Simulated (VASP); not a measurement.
# ZrO2 (Fm-3m) in VASP: further runs

The runs below take ZrO2 through single point, with PBE.

All numbers are computed with VASP 6.6.1; they aren't measurements. Logs are shortened: lines on timing, memory, paths and dates and some standing lists are left out, and cuts for length are marked.

## Step 1: The cell of the first run

Symmetry: Fm-3m, No. 225, cubic system. Conventional cell: a = 5.131 Å, b = 5.131 Å, c = 5.131 Å, α = 90.00°, β = 90.00°, γ = 90.00°. Zr (site symmetry m-3m) has 8 O at 2.22 Å within 2.9 Å. O (site symmetry -43m) has 4 Zr at 2.22 Å and 6 O at 2.57 Å within 2.9 Å.

## Step 2: Single point, PBE

INCAR reads:

```
SYSTEM = ZrO2
ALGO = Normal ; EDIFF = 1E-6
ENCUT = 600 ; GGA = PE
GGA_COMPAT = .False. ; ISIF = 2
ISMEAR = 0 ; LASPH = .True.
LCHARG = .False. ; LREAL = .False.
LWAVE = .False. ; NBANDS = 19
NELM = 120 ; PREC = Accurate
SIGMA = 0.02
```

KPOINTS reads:

```
k-points
0
Gamma
  8 8 8
  0 0 0
```

POSCAR reads:

```
ZrO2
1.0
    0.0000000000      2.5652895282      2.5652895282
    2.5652895282      0.0000000000      2.5652895282
    2.5652895282      2.5652895282      0.0000000000
Zr O
1 2
Direct
    0.0000000000      0.0000000000      0.0000000000
    0.2500000000      0.2500000000      0.2500000000
    0.7500000000      0.7500000000      0.7500000000
```

Potentials or basis: VASP PAW PBE potentials, release 64 (Zr_sv, O).

Launch:

```
> cat potpaw_PBE.64/Zr_sv/POTCAR potpaw_PBE.64/O/POTCAR > POTCAR
> mpirun -np 1 vasp_std > vasp.out
```

OUTCAR:

```text
SYSTEM = ZrO2
   EDIFF = 1E-6
   ENCUT = 600
   GGA = PE
   ISIF = 2
   ISMEAR = 0
   LASPH = .True.
   LREAL = .False.
   NELM = 120
   PREC = Accurate

 ion  position               nearest neighbor table
   1  0.000  0.000  0.000-   3 2.22   3 2.22   3 2.22   2 2.22   3 2.22   2 2.22   2 2.22   2 2.22

   2  0.250  0.250  0.250-   1 2.22   1 2.22   1 2.22   1 2.22
   3  0.750  0.750  0.750-   1 2.22   1 2.22   1 2.22   1 2.22

  LATTYP: Found a face centered cubic cell.
 ALAT       =     5.1305790564

  Lattice vectors:

 A1 = (   0.0000000000,   2.5652895282,   2.5652895282)
 A2 = (   2.5652895282,   0.0000000000,   2.5652895282)
 A3 = (   2.5652895282,   2.5652895282,   0.0000000000)

Analysis of symmetry for initial positions (statically):
=====================================================================
 Subroutine PRICEL returns:
 Original cell was already a primitive cell.

 Routine SETGRP: Setting up the symmetry group for a
 face centered cubic supercell.

 Subroutine GETGRP returns: Found 48 space group operations
 (whereof 48 operations were pure point group operations)
 out of a pool of 48 trial point group operations.

The static configuration has the point symmetry O_h .

Analysis of symmetry for dynamics (positions and initial velocities):
=====================================================================
 Subroutine PRICEL returns:
 Original cell was already a primitive cell.

 Routine SETGRP: Setting up the symmetry group for a
 face centered cubic supercell.

 Subroutine GETGRP returns: Found 48 space group operations
 (whereof 48 operations were pure point group operations)
 out of a pool of 48 trial point group operations.

The dynamic configuration has the point symmetry O_h .

 Subroutine INISYM returns: Found 48 space group operations
 (whereof 48 operations are pure point group operations),
 and found     1 'primitive' translations

----------------------------------------------------------------------------------------

                                     Primitive cell

  volume of cell :      33.7629

  direct lattice vectors                    reciprocal lattice vectors
     0.000000000  2.565289528  2.565289528    -0.194909773  0.194909773  0.194909773
     2.565289528  0.000000000  2.565289528     0.194909773 -0.194909773  0.194909773
     2.565289528  2.565289528  0.000000000     0.194909773  0.194909773 -0.194909773

  length of vectors
     3.627867242  3.627867242  3.627867242     0.337593630  0.337593630  0.337593630

  position of ions in fractional coordinates (direct lattice)
     0.000000000  0.000000000  0.000000000
     0.250000000  0.250000000  0.250000000
     0.750000000  0.750000000  0.750000000

  ion indices of the primitive-cell ions
   primitive index   ion index
                 1           1
                 2           2
                 3           3

----------------------------------------------------------------------------------------

 KPOINTS: k-points

Automatic generation of k-mesh.
 Grid dimensions read from file:
 generate k-points for:    8    8    8

 Generating k-lattice:

  Cartesian coordinates                     Fractional coordinates (reciprocal lattice)
    -0.024363722  0.024363722  0.024363722     0.125000000  0.000000000  0.000000000
     0.024363722 -0.024363722  0.024363722     0.000000000  0.125000000  0.000000000
     0.024363722  0.024363722 -0.024363722     0.000000000  0.000000000  0.125000000

  Length of vectors
     0.042199204  0.042199204  0.042199204

  Shift w.r.t. Gamma in fractional coordinates (k-lattice)
     0.000000000  0.000000000  0.000000000

 Subroutine IBZKPT returns following result:
 ===========================================

 Found     29 irreducible k-points:

 Following reciprocal coordinates:
            Coordinates               Weight
  0.000000  0.000000  0.000000      1.000000
  0.125000  0.000000  0.000000      8.000000
  0.250000  0.000000  0.000000      8.000000
  0.375000  0.000000  0.000000      8.000000
  0.500000  0.000000  0.000000      4.000000
  0.125000  0.125000  0.000000      6.000000
[... 16 lines left out ...]
  0.500000  0.250000  0.125000     48.000000
 -0.375000  0.250000  0.125000     24.000000
 [... further k-points ...]
   k-points           NKPTS =     29   k-points in BZ     NKDIM =     29   number of bands    NBANDS=     19
   number of dos      NEDOS =    301   number of ions     NIONS =      3
   total plane-waves  NPLWV =  27000
   dimension x,y,z NGX =    30 NGY =   30 NGZ =   30
   dimension x,y,z NGXF=    60 NGYF=   60 NGZF=   60
   ions per type =               1   2
   NGX,Y,Z   is equivalent  to a cutoff of  13.75, 13.75, 13.75 a.u.
   NGXF,Y,Z  is equivalent  to a cutoff of  27.49, 27.49, 27.49 a.u.
 SYSTEM =  ZrO2
   PREC   = accura    normal or accurate (medium, high low for compatibility)
   ISTART =      0    job   : 0-new  1-cont  2-samecut
   ICHARG =      2    charge: 1-file 2-atom 10-const
   ISPIN  =      1    spin polarized calculation?
   LNONCOLLINEAR =      F non collinear calculations
   LSORBIT =      F    spin-orbit coupling
   LASPH  =      T    aspherical Exc in radial PAW
   ENCUT  =  600.0 eV  44.10 Ry    6.64 a.u.   7.25  7.25  7.25*2*pi/ulx,y,z
   NELM   =    120;   NELMIN=  2; NELMDL= -5     # of ELM steps
   EDIFF  = 0.1E-05   stopping-criterion for ELM
   LREAL  =      F    real-space projection
   EDIFFG = 0.1E-04   stopping-criterion for IOM
   NSW    =      0    number of steps for IOM
   IBRION =     -1    ionic relax: 0-MD 1-quasi-New 2-CG
   NFREE  =      0    steps in history (QN), initial steepest desc. (CG)
   ISIF   =      2    stress and relaxation
   ISYM   =      2    0-nonsym 1-usesym 2-fastsym
   POTIM  = 0.5000    time-step for ionic-motion
   TEBEG  =    0.0;   TEEND  =   0.0 temperature during run
   PSTRESS=    0.0 pullay stress
   NELECT =      24.0000    total number of electrons
   NUPDOWN=      -1.0000    fix difference up-down
   EMIN   =  10.00;   EMAX   =-10.00  energy-range for DOS
   EFERMI =   0.00;   METHOD = LEGACY
   ISMEAR =     0;   SIGMA  =   0.02  broadening in eV -4-tet -1-fermi 0-gaus
   EFERMI_NEDOS =   21; number of points for ismear=-14 and -15
   IALGO  =     38    algorithm
   IMIX   =      4    mixing-type and parameters
     AMIX     =   0.40;   BMIX     =  1.00
     AMIX_MAG =   1.60;   BMIX_MAG =  1.00
  volume/ion in A,a.u.               =      11.25        75.95
  Fermi-wavevector in a.u.,A,eV,Ry     =   1.461052  2.760987 29.043969  2.134671
  Thomas-Fermi vector in A             =   2.577429
   LORBIT       =      0    0 simple, 1 ext, 2 COOP (PROOUT), +10 PAW based schemes
   GGA     = PE    functional components
   LHFCALC =     F    Hartree Fock is set to
   AEXX    =    0.0000 exact exchange contribution
   IVDW    =     0    specifies the selected vdW correction
   LEPSILON=     F    determine dielectric tensor
   LRPA    =     F    only Hartree local field effects (RPA)
 non-spin polarized calculation
 Gauss-broadening in eV      SIGMA  =   0.02
  energy-cutoff  :      600.00
  volume of cell :       33.76
 maximum number of plane-waves:      1158
 NGX is ok and might be reduce to    30
   NGX = 15   NGY = 15   NGZ = 15

 number of electron      23.9999993 magnetization

 Free energy of the ion-electron system (eV)
  ---------------------------------------------------
  ext. energy  EPLUGINS =         0.00000000
  ---------------------------------------------------
  free energy    TOTEN  =       -28.57246334 eV

  energy without entropy =      -28.57246334  energy(sigma->0) =      -28.57246334

 E-fermi :   7.1323     XC(G=0): -11.6549

 val. band max:        6.9545823501   @ k =   0.5000   0.5000   0.0000
 cond. band min:      10.2423128841   @ k =   0.0000   0.0000   0.0000
 fundamental gap:      3.2877305340
 Fermi energy:         7.1322885032

 k-point     1 :       0.0000    0.0000    0.0000
  band No.  band energies     occupation
      1     -41.2464      2.00000
      2     -19.0633      2.00000
      3     -19.0633      2.00000
      4     -19.0633      2.00000
      5     -11.1274      2.00000
      6      -8.6580      2.00000
[... 11 lines left out ...]
     18      16.0361      0.00000
     19      21.1489      0.00000

 k-point     2 :       0.1250    0.0000    0.0000
  band No.  band energies     occupation
      1     -41.2404      2.00000
      2     -19.1621      2.00000
      3     -19.0726      2.00000
      4     -19.0726      2.00000
      5     -10.9253      2.00000
      6      -8.8053      2.00000
[... 11 lines left out ...]
     18      15.8203      0.00000
     19      20.7892      0.00000

 k-point     3 :       0.2500    0.0000    0.0000
  band No.  band energies     occupation
      1     -41.2259      2.00000
      2     -19.3863      2.00000
      3     -19.0950      2.00000
      4     -19.0950      2.00000
      5     -10.4829      2.00000
      6      -9.0777      2.00000
[... 11 lines left out ...]
     18      15.8208      0.00000
     19      20.0713      0.00000

 k-point     4 :       0.3750    0.0000    0.0000
  band No.  band energies     occupation
      1     -41.2114      2.00000
      2     -19.5937      2.00000
      3     -19.1172      2.00000
      4     -19.1172      2.00000
      5     -10.2095      2.00000
      6      -9.1312      2.00000
[... 11 lines left out ...]
     18      16.2132      0.00000
     19      20.0927      0.00000

 k-point     5 :       0.5000    0.0000    0.0000
  band No.  band energies     occupation
      1     -41.2053      2.00000
      2     -19.6754      2.00000
      3     -19.1264      2.00000
      4     -19.1264      2.00000
      5     -10.1862      2.00000
      6      -9.0487      2.00000
[... 11 lines left out ...]
     18      15.9191      0.00000
     19      20.5979      0.00000
[... 334 lines left out ...]
      2     -19.7244      2.00000
      3     -19.2201      2.00000
      4     -19.2201      2.00000
      5      -9.8100      2.00000
      6      -9.1441      2.00000
[... 11 lines left out ...]
     18      20.1271      0.00000
     19      20.4123      0.00000

 k-point    22 :       0.3750    0.2500    0.1250
  band No.  band energies     occupation
      1     -41.2151      2.00000
      2     -19.4564      2.00000
      3     -19.1937      2.00000
      4     -19.1243      2.00000
      5     -10.0828      2.00000
      6      -9.3149      2.00000
[... 11 lines left out ...]
     18      16.5077      0.00000
     19      20.8129      0.00000

 k-point    23 :       0.5000    0.2500    0.1250
  band No.  band energies     occupation
      1     -41.2034      2.00000
      2     -19.5547      2.00000
      3     -19.2752      2.00000
      4     -19.1496      2.00000
      5      -9.8237      2.00000
      6      -9.3610      2.00000
[... 11 lines left out ...]
     18      17.3552      0.00000
     19      20.9412      0.00000

 k-point    24 :      -0.3750    0.2500    0.1250
  band No.  band energies     occupation
      1     -41.1985      2.00000
      2     -19.5918      2.00000
      3     -19.3092      2.00000
      4     -19.1621      2.00000
      5      -9.8250      2.00000
      6      -9.2598      2.00000
[... 11 lines left out ...]
     18      17.4917      0.00000
     19      21.1691      0.00000

 [... further k-points ...]
[... 5 lines left out ...]
  --------------------------------------------------------------------------------------
  -------------------------------------------------------------------------------------
  Total       -0.4077075     -0.4077075     -0.4077075     -0.0000000      0.0000000     -0.0000000
  in kB      -19.3472915    -19.3472915    -19.3472915     -0.0000000      0.0000000     -0.0000000
  external PRESSURE =     -19.3472915 kB  Pullay stress =       0.0000000 kB

 VOLUME and BASIS-vectors are now :
 -----------------------------------------------------------------------------
  energy-cutoff  :      600.00
  volume of cell :       33.76
      direct lattice vectors                 reciprocal lattice vectors
     0.000000000  2.565289528  2.565289528    -0.194909773  0.194909773  0.194909773
     2.565289528  0.000000000  2.565289528     0.194909773 -0.194909773  0.194909773
     2.565289528  2.565289528  0.000000000     0.194909773  0.194909773 -0.194909773

 POSITION                                       TOTAL-FORCE (eV/Angst)
 -----------------------------------------------------------------------------------
      0.00000      0.00000      0.00000        -0.000000     -0.000000      0.000000
      1.28264      1.28264      1.28264         0.000000      0.000000      0.000000
      3.84793      3.84793      3.84793        -0.000000     -0.000000     -0.000000
 -----------------------------------------------------------------------------------
    total drift:                                0.000000     -0.000000      0.000000

  FREE ENERGIE OF THE ION-ELECTRON SYSTEM (eV)
  ---------------------------------------------------
  free  energy   TOTEN  =       -28.5724633449 eV

  energy  without entropy=      -28.5724633449  energy(sigma->0) =      -28.57246334
```

It took 55 s on 1 thread of Intel Xeon 8259CL, shared host; peak memory 0.18 GiB.

What came out:

```yaml
Free_energy: -28.5725 eV
Pressure: -1.9 GPa
Band_gap_on_the_k_mesh: 3.29 eV (least direct gap 3.71 eV)
```

## Step 3: Single point, PBE

This run uses another cell than the first one, of 11.06 Å³/atom.

INCAR reads:

```
PREC     = Accurate       # precision mode
ENCUT    = 600            # plane-wave cutoff, eV
EDIFF    = 1E-6           # SCF threshold, eV
ISMEAR   = 0              # smearing method
SIGMA    = 0.02           # smearing width, eV
LREAL    = False          # projectors in reciprocal space
LASPH    = True           # aspherical terms in the spheres
NELM     = 120            # most SCF steps
ALGO     = Normal         # electronic algorithm
ISIF     = 2              # what is computed and relaxed
LWAVE    = False          # write WAVECAR
LCHARG   = False          # write CHGCAR
GGA      = PE             # functional
NBANDS   = 19             # bands
GGA_COMPAT= False
```

KPOINTS reads:

```
Automatic mesh
0
Gamma
  8 8 8
```

POSCAR reads:

```
ZrO2
1.0
    0.0000000000      2.5505826562      2.5505826562
    2.5505826562      0.0000000000      2.5505826562
    2.5505826562      2.5505826562      0.0000000000
Zr O
1 2
Direct
    0.0000000000      0.0000000000      0.0000000000
    0.2500000000      0.2500000000      0.2500000000
    0.7500000000      0.7500000000      0.7500000000
```

Potentials or basis: VASP PAW PBE potentials, release 64 (Zr_sv, O).

Launch:

```
> cat potpaw_PBE.64/Zr_sv/POTCAR potpaw_PBE.64/O/POTCAR > POTCAR
> mpirun -np 1 vasp_std > vasp.out
```

Wall time 52 s (1 thread of Intel Xeon 8259CL, shared host); peak memory 0.18 GiB.

Results (log left out):

```
Free energy            : -28.5705 eV
Pressure               : 2.2 GPa
Band gap on the k mesh : 3.34 eV (least direct gap 3.77 eV)
```

Levels at points of the mesh, in eV from the valence-band top:
| k point | band 9 | band 10 | band 11 | band 12 | band 13 | band 14 | band 15 | band 16 |
| --- | --- | --- | --- | --- | --- | --- | --- | --- |
| (0.00, 0.00, 0.00) | -5.19 | -0.53 | -0.53 | -0.53 | 3.34 | 3.34 | 6.53 | 9.29 |
| (0.50, 0.00, 0.00) | -2.52 | -2.47 | -1.64 | -1.64 | 3.97 | 3.97 | 6.03 | 8.39 |
| (0.50, 0.50, 0.00) | -3.13 | -1.50 | -1.50 | 0.00 | 3.77 | 4.70 | 5.77 | 7.22 |
